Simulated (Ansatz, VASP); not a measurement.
Bi: VASP beside Ansatz

The input INCAR:

```
PREC = Accurate ; ENCUT = 520
EDIFF = 1E-6 ; ISMEAR = -1
SIGMA = 0.03 ; LREAL = F
LASPH = T ; NELM = 100
ALGO = Normal ; ISIF = 2
LWAVE = F ; LCHARG = T
GGA = PE ; LELF = T
LVHAR = T ; NBANDS = 22
```

KPOINTS

```
Automatic mesh
0
Gamma
  11 11 11
```

POSCAR

```
Bi
1.0
    2.2653976160      1.3079279234      3.9407758210
   -2.2653976160      1.3079279234      3.9407758210
    0.0000000000     -2.6158558468      3.9407758210
Bi
2
Direct
    0.2338900000      0.2338900000      0.2338900000
    0.7661100000      0.7661100000      0.7661100000
```

Input for Ansatz:

```yaml
crystal:
  lattice:
    - [2.265397616, 1.3079279234, 3.940775821]
    - [-2.265397616, 1.3079279234, 3.940775821]
    - [0.0, -2.6158558468, 3.940775821]
  atoms:
    - { symbol: Bi, position: [0.23389, 0.23389, 0.23389] }
    - { symbol: Bi, position: [0.76611, 0.76611, 0.76611] }
kpoints:
  mp_grid: { grid: [11, 11, 11] }
  band_path:
    path:
      - [0.0, 0.0, 0.0]
      - [0.5, 0.5, 0.5]
      - [0.7598966753, 0.2401033247, 0.5]
      - [0.5, -0.2401033247, 0.2401033247]
      - [0.5, 0.0, 0.0]
      - [0.0, 0.0, 0.0]
      - [0.3700516624, -0.3700516624, 0.0]
      - [0.6299483376, 0.0, 0.3700516624]
      - [0.5, 0.0, 0.5]
    npoints: 5
scf:
  occupations: { method: fermi_dirac, width: 0.03 }
hamiltonian:
  xc: pbe
  pseudopotentials: { kind: all_electron, lapw: { basis_error: 0.00025 } }
output:
  forces: true
  stress: true
  eigenvalues: true
```

Change from the starting cell: volume scaled by 0.99.

Alike in both runs: task single point; functional PBE; k mesh 11 × 11 × 11; occupations fermi-dirac, width 0.03 eV; no spin polarisation.

```csv
,VASP,Ansatz
version,VASP 6.6.1,Ansatz 0.2.0
potentials or method,"VASP PAW PBE potentials, release 64 (Bi_d), cutoff 520 eV","all-electron LAPW, scalar-relativistic"
```

Ansatz gave:

| Item | Value |
| --- | --- |
| pressure (GPa) | 2.3 |
| rms of the force components (eV/Å) | 0.138 |

**Question.** What did VASP give for the same quantities?

**Answer.** Pressure (GPa): 2.2; rms of the force components (eV/Å): 0.142.

Atom by atom the forces differ by 0.004 eV/Å (rms over components). Ansatz ran all-electron here, and VASP with PAW potentials.

Neither program's run includes spin-orbit coupling.
